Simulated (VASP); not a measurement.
# Zn (P6_3/mmc) in VASP: notebook

Zn is run at these levels: PBE; tasks: single point.

Program: VASP 6.6.1. These are calculated values, not measurements. Logs are shortened: lines on timing, memory, paths and dates and some standing lists are left out, and cuts for length are marked.

## (1) The cell of the first run

The structure is hexagonal, space group P6_3/mmc (No. 194). Conventional cell: a = 2.662 Å, b = 2.662 Å, c = 5.300 Å, α = 90.00°, β = 90.00°, γ = 120.00°. Zn (site symmetry -6m2) has 12 Zn at 2.66 to 3.06 Å within 3.5 Å.

## (2) Single point, PBE (16.26 Å³/atom)

File INCAR:

```
PREC = Accurate ; ENCUT = 520
EDIFF = 1E-6 ; ISMEAR = 0
SIGMA = 0.1 ; LREAL = False
LASPH = True ; NELM = 80
ALGO = Normal ; ISIF = 2
LWAVE = False ; LCHARG = False
GGA = PE ; NBANDS = 19
```

File KPOINTS:

```
regular mesh
0
Gamma
  18 18 8
```

File POSCAR:

```
Zn
1.0
    2.6616383108      0.0000000000      0.0000000000
   -1.3308191554      2.3050463929      0.0000000000
    0.0000000000      0.0000000000      5.3001449030
Zn
2
Direct
    0.3333333333      0.6666666667      0.2500000000
    0.6666666667      0.3333333333      0.7500000000
```

Potentials or basis: VASP PAW PBE potentials, release 64 (Zn).

Run with:

```
cat potpaw_PBE.64/Zn/POTCAR > POTCAR
mpirun -np 1 vasp_std > vasp.out
```

OUTCAR:

```text
PREC = Accurate
   ENCUT = 520
   EDIFF = 1E-6
   ISMEAR = 0
   LREAL = False
   LASPH = True
   NELM = 80
   ISIF = 2
   GGA = PE

 ion  position               nearest neighbor table
   1  0.333  0.667  0.250-
   2  0.667  0.333  0.750-

  LATTYP: Found a hexagonal cell.
 ALAT       =     2.6616383108
 C/A-ratio  =     1.9913092179

  Lattice vectors:

 A1 = (   2.6616383108,   0.0000000000,   0.0000000000)
 A2 = (  -1.3308191554,   2.3050463929,   0.0000000000)
 A3 = (   0.0000000000,   0.0000000000,   5.3001449030)

Analysis of symmetry for initial positions (statically):
=====================================================================
 Subroutine PRICEL returns:
 Original cell was already a primitive cell.

 Routine SETGRP: Setting up the symmetry group for a
 hexagonal supercell.

 Subroutine GETGRP returns: Found 24 space group operations
 (whereof 12 operations were pure point group operations)
 out of a pool of 24 trial point group operations.

The static configuration has the point symmetry D_3d.
 The point group associated with its full space group is D_6h.

Analysis of symmetry for dynamics (positions and initial velocities):
=====================================================================
 Subroutine PRICEL returns:
 Original cell was already a primitive cell.

 Routine SETGRP: Setting up the symmetry group for a
 hexagonal supercell.

 Subroutine GETGRP returns: Found 24 space group operations
 (whereof 12 operations were pure point group operations)
 out of a pool of 24 trial point group operations.

The dynamic configuration has the point symmetry D_3d.
 The point group associated with its full space group is D_6h.

 Subroutine INISYM returns: Found 24 space group operations
 (whereof 12 operations are pure point group operations),
 and found     1 'primitive' translations

----------------------------------------------------------------------------------------

                                     Primitive cell

  volume of cell :      32.5174

  direct lattice vectors                    reciprocal lattice vectors
     2.661638311  0.000000000  0.000000000     0.375708448  0.216915374  0.000000000
    -1.330819155  2.305046393  0.000000000     0.000000000  0.433830748  0.000000000
     0.000000000  0.000000000  5.300144903     0.000000000  0.000000000  0.188674087

  length of vectors
     2.661638311  2.661638311  5.300144903     0.433830748  0.433830748  0.188674087
[... 78 lines left out ...]
   LASPH  =      T    aspherical Exc in radial PAW
   ENCUT  =  520.0 eV  38.22 Ry    6.18 a.u.   4.95  4.95  9.85*2*pi/ulx,y,z
   NELM   =     80;   NELMIN=  2; NELMDL= -5     # of ELM steps
   EDIFF  = 0.1E-05   stopping-criterion for ELM
   LREAL  =      F    real-space projection
   EDIFFG = 0.1E-04   stopping-criterion for IOM
   NSW    =      0    number of steps for IOM
   IBRION =     -1    ionic relax: 0-MD 1-quasi-New 2-CG
   NFREE  =      0    steps in history (QN), initial steepest desc. (CG)
   ISIF   =      2    stress and relaxation
   ISYM   =      2    0-nonsym 1-usesym 2-fastsym
   POTIM  = 0.5000    time-step for ionic-motion
   TEBEG  =    0.0;   TEEND  =   0.0 temperature during run
   PSTRESS=    0.0 pullay stress
   NELECT =      24.0000    total number of electrons
   NUPDOWN=      -1.0000    fix difference up-down
   EMIN   =  10.00;   EMAX   =-10.00  energy-range for DOS
   EFERMI =   0.00;   METHOD = LEGACY
   ISMEAR =     0;   SIGMA  =   0.10  broadening in eV -4-tet -1-fermi 0-gaus
   EFERMI_NEDOS =   21; number of points for ismear=-14 and -15
   IALGO  =     38    algorithm
   IMIX   =      4    mixing-type and parameters
     AMIX     =   0.40;   BMIX     =  1.00
     AMIX_MAG =   1.60;   BMIX_MAG =  1.00
  volume/ion in A,a.u.               =      16.26       109.72
  Fermi-wavevector in a.u.,A,eV,Ry     =   1.479471  2.795795 29.780896  2.188834
  Thomas-Fermi vector in A             =   2.593625
   LORBIT       =      0    0 simple, 1 ext, 2 COOP (PROOUT), +10 PAW based schemes
   GGA     = PE    functional components
   LHFCALC =     F    Hartree Fock is set to
   AEXX    =    0.0000 exact exchange contribution
   IVDW    =     0    specifies the selected vdW correction
   LEPSILON=     F    determine dielectric tensor
   LRPA    =     F    only Hartree local field effects (RPA)
 non-spin polarized calculation
 Gauss-broadening in eV      SIGMA  =   0.10
  energy-cutoff  :      520.00
  volume of cell :       32.52
 maximum number of plane-waves:       897
 NGX is ok and might be reduce to    20
   NGX =  9   NGY =  9   NGZ = 19

 number of electron      24.0000020 magnetization

 Free energy of the ion-electron system (eV)
  ---------------------------------------------------
  ext. energy  EPLUGINS =         0.00000000
  ---------------------------------------------------
  free energy    TOTEN  =        -2.20394581 eV

  energy without entropy =       -2.20241446  energy(sigma->0) =       -2.20318014

 E-fermi :   2.5261     XC(G=0): -11.1871

 val. band max:        2.5171209716   @ k =   0.3889   0.0556   0.0000
 cond. band min:       2.5701486379   @ k =   0.3889   0.2222   0.5000
 fundamental gap:      0.0530276663
 Fermi energy:         2.5260541330

 k-point     1 :       0.0000    0.0000    0.0000
  band No.  band energies     occupation
      1      -7.2720      2.00000
      2      -5.8425      2.00000
      3      -5.1860      2.00000
      4      -4.9228      2.00000
      5      -4.9228      2.00000
      6      -4.8926      2.00000
[... 505 lines left out ...]
      6      -4.7446      2.00000
[... 11 lines left out ...]
     18      15.0505      0.00000
     19      16.8907      0.00000

 [... further k-points ...]

------------------------ aborting loop because EDIFF is reached ----------------------------------------

  FORCE on cell =-STRESS in cart. coord.  units (eV):
  Direction    XX          YY          ZZ          XY          YZ          ZX
  --------------------------------------------------------------------------------------
  -------------------------------------------------------------------------------------
  Total       -0.5544174     -0.5544174     -0.6014465     -0.0000000      0.0000000     -0.0000000
  in kB      -27.3168745    -27.3168745    -29.6340578     -0.0000000      0.0000000     -0.0000000
  external PRESSURE =     -28.0892689 kB  Pullay stress =       0.0000000 kB

 VOLUME and BASIS-vectors are now :
 -----------------------------------------------------------------------------
  energy-cutoff  :      520.00
  volume of cell :       32.52
      direct lattice vectors                 reciprocal lattice vectors
     2.661638311  0.000000000  0.000000000     0.375708448  0.216915374  0.000000000
    -1.330819155  2.305046393  0.000000000     0.000000000  0.433830748  0.000000000
     0.000000000  0.000000000  5.300144903     0.000000000  0.000000000  0.188674087

 POSITION                                       TOTAL-FORCE (eV/Angst)
 -----------------------------------------------------------------------------------
     -0.00000      1.53670      1.32504         0.000000      0.000000      0.000000
      1.33082      0.76835      3.97511        -0.000000     -0.000000      0.000000
 -----------------------------------------------------------------------------------
    total drift:                               -0.000000      0.000000      0.000000

  FREE ENERGIE OF THE ION-ELECTRON SYSTEM (eV)
  ---------------------------------------------------
  free  energy   TOTEN  =        -2.2039458147 eV

  energy  without entropy=       -2.2024144645  energy(sigma->0) =       -2.20318014
```

stdout:

```text
POSCAR found type information on POSCAR Zn
 POSCAR found :  1 types and       2 ions
 scaLAPACK will be used
 LDA part: xc-table for (Slater+PW92), standard interpolation
 POSCAR, INCAR and KPOINTS ok, starting setup
 FFT: planning ... GRIDC
 FFT: planning ... GRID_SOFT
 FFT: planning ... GRID
 WAVECAR not read
 entering main loop
```

Run time: 76 s. Hardware: 1 thread of Intel Xeon 8259CL, shared host; peak memory 0.21 GiB.

Results:

* Free energy: -2.2039 eV
* Pressure: -2.8 GPa
* Band gap on the k mesh: zero (bands 12 and 13 overlap by 5.28 eV)

Levels at points of the mesh, in eV from the Fermi level:
| k point | band 8 | band 9 | band 10 | band 11 | band 12 | band 13 | band 14 | band 15 | band 16 | band 17 |
| --- | --- | --- | --- | --- | --- | --- | --- | --- | --- | --- |
| (0.00, 0.00, 0.00) | -7.04 | -7.04 | -6.91 | -6.91 | -3.70 | -3.44 | 11.01 | 14.83 | 18.09 | 18.09 |
| (0.50, 0.00, 0.00) | -6.96 | -6.69 | -6.68 | -2.29 | -1.67 | 2.18 | 3.49 | 3.67 | 5.62 | 10.81 |
| (0.00, 0.00, 0.50) | -7.33 | -6.97 | -6.97 | -6.97 | -6.97 | 3.31 | 3.31 | 19.15 | 19.15 | 19.15 |
| (0.50, 0.00, 0.50) | -6.96 | -6.68 | -6.68 | -1.45 | -1.45 | 0.36 | 0.36 | 9.03 | 9.03 | 12.31 |

## (3) Single point, PBE (16.87 Å³/atom)

This run uses another cell than the first one, of 16.87 Å³/atom.

File INCAR:

```
SYSTEM = Zn
ALGO = Normal ; EDIFF = 1E-6
ENCUT = 520 ; GGA = PE
ISIF = 2 ; ISMEAR = 0
LASPH = .TRUE. ; LCHARG = .FALSE.
LREAL = .FALSE. ; LWAVE = .FALSE.
NBANDS = 19 ; NELM = 80
PREC = Accurate ; SIGMA = 0.1
```

File KPOINTS:

```
k-points
0
G
  18 18 8
  0 0 0
```

File POSCAR:

```
Zn
1.0
    2.6758701855      0.0000000000      0.0000000000
   -1.3379350928      2.3173715578      0.0000000000
    0.0000000000      0.0000000000      5.4417997919
Zn
2
Direct
    0.3333333333      0.6666666667      0.2500000000
    0.6666666667      0.3333333333      0.7500000000
```

Potentials or basis: VASP PAW PBE potentials, release 64 (Zn).

Run with:

```
cat potpaw_PBE.64/Zn/POTCAR > POTCAR
mpirun -np 1 vasp_std > vasp.out
```

Run time: 77 s. Hardware: 1 thread of Intel Xeon 8259CL, shared host; peak memory 0.22 GiB.

It converged, with:

| Item | Value |
| --- | --- |
| Free energy | -2.1756 eV |
| Pressure | -4.2 GPa |
| Band gap on the k mesh | zero (bands 12 and 13 overlap by 5.06 eV) |

Stress tensor (GPa, compression positive):
```
-4.19  0.00  0.00
 0.00 -4.19  0.00
 0.00  0.00 -4.38
```

Levels at points of the mesh, in eV from the Fermi level:
```
           k point  band 8  band 9  band 10  band 11  band 12  band 13  band 14  band 15  band 16  band 17
(0.00, 0.00, 0.00)   -6.97   -6.97    -6.86    -6.86    -3.90    -3.31    10.18    13.98    18.02    18.02
(0.50, 0.00, 0.00)   -6.92   -6.64    -6.63    -2.11    -1.54     2.00     3.22     3.69     5.55    10.86
(0.00, 0.00, 0.50)   -7.21   -6.91    -6.91    -6.91    -6.91     2.92     2.92    18.99    18.99    18.99
(0.50, 0.00, 0.50)   -6.91   -6.63    -6.63    -1.31    -1.31     0.37     0.37     8.63     8.63    11.93
```

Caveat: the cell stands under tension.
